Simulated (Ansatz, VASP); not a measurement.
# BN in VASP and in Ansatz

INCAR

```
PREC = Accurate
ENCUT = 600
EDIFF = 1E-6
ISMEAR = 0
SIGMA = 0.05
LREAL = False
LASPH = True
NELM = 120
ALGO = Normal
ISIF = 2
LWAVE = False
LCHARG = False
GGA = PE
NBANDS = 11
GGA_COMPAT = False
```

The input KPOINTS:

```
regular mesh
0
Gamma
  12 12 12
```

POSCAR

```
BN
1.0
    0.0000000000      1.8099943365      1.8099943365
    1.8099943365      0.0000000000      1.8099943365
    1.9109920204      1.9109920204     -0.1009976840
B N
1 1
Direct
    0.0000000000      0.0000000000      0.0000000000
    0.7500000000      0.7500000000      0.7500000000
```

Input for Ansatz:

```yaml
crystal:
  lattice:
    - [0.0, 1.8099943365, 1.8099943365]
    - [1.8099943365, 0.0, 1.8099943365]
    - [1.9109920204, 1.9109920204, -0.100997684]
  atoms:
    - { symbol: B, position: [0.0, 0.0, 0.0] }
    - { symbol: "N", position: [0.75, 0.75, 0.75] }
basis:
  ecutwfc: 520.0
kpoints:
  mp_grid: { grid: [12, 12, 12] }
hamiltonian:
  xc: pbe
  pseudopotentials: { kind: paw, azcp: { folder: soft_1 } }
scf:
  occupations: { method: gaussian, width: 0.05 }
output:
  forces: true
  stress: true
  eigenvalues: true
```

Alike in both runs: task single point; functional PBE; k mesh 12 × 12 × 12; occupations gaussian, width 0.05 eV; no spin polarisation.

|  | VASP | Ansatz |
| --- | --- | --- |
| version | VASP 6.6.1 | Ansatz 0.2.0 |
| potentials or method | VASP PAW PBE potentials, release 64 (B, N), cutoff 600 eV | scalar-relativistic, plane waves, PAW |
| valence electrons in the cell | 8 | 8 |

```csv
,VASP,Ansatz,Ansatz less VASP
gap on the k mesh at the Fermi level (eV),4.09,4.10,+0.004
least direct gap on the mesh (eV),6.02,6.02,-0.003
pressure (GPa),-22.3,-22.2,+0.06
"traceless stress, the component that is largest in VASP (GPa)",-18.77,-18.65,+0.116
rms of the force components (eV/Å),0.255,0.263,+0.0082
```

Atom by atom the forces differ by 0.008 eV/Å (rms over components). With one functional, cell and mesh, what is left measures potentials, basis and numerics.
